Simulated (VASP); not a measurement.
Crystal: Ni.

```
Ni
1.0
     0.00000    1.71246    1.71246
     1.71246    0.00000    1.71246
     1.71246    1.71246    0.00000
Ni
1
Direct
  0.00000 0.00000 0.00000
```

Base run:

- Program: VASP 6.6.1
- Functional: LDA
- Potentials or basis: VASP PAW LDA potentials, release 64 (Ni)
- Cutoff: 520 eV
- k mesh: 13 × 13 × 13
- Occupations: fermi-dirac, width 0.05 eV
- Spin: collinear spin, ferromagnetic start
- Starting moments: [0.607] μB

Its results: pressure -0.2 GPa; net moment 0.61 μB per cell; site moments Ni +0.61 μB.

After a change of settings the same cell gave: pressure 9.8 GPa; net moment 1.11 μB per cell; site moments Ni +1.10 μB. Which change was it?
A. k mesh from 13 × 13 × 13 to 3 × 3 × 3
B. k mesh from 13 × 13 × 13 to 16 × 16 × 16; occupations from fermi-dirac, width 0.05 eV to methfessel-paxton, width 0.03 eV
C. k mesh from 13 × 13 × 13 to 8 × 8 × 8
D. k mesh from 13 × 13 × 13 to 16 × 16 × 16

A.

Caveats: some runs use coarse meshes.
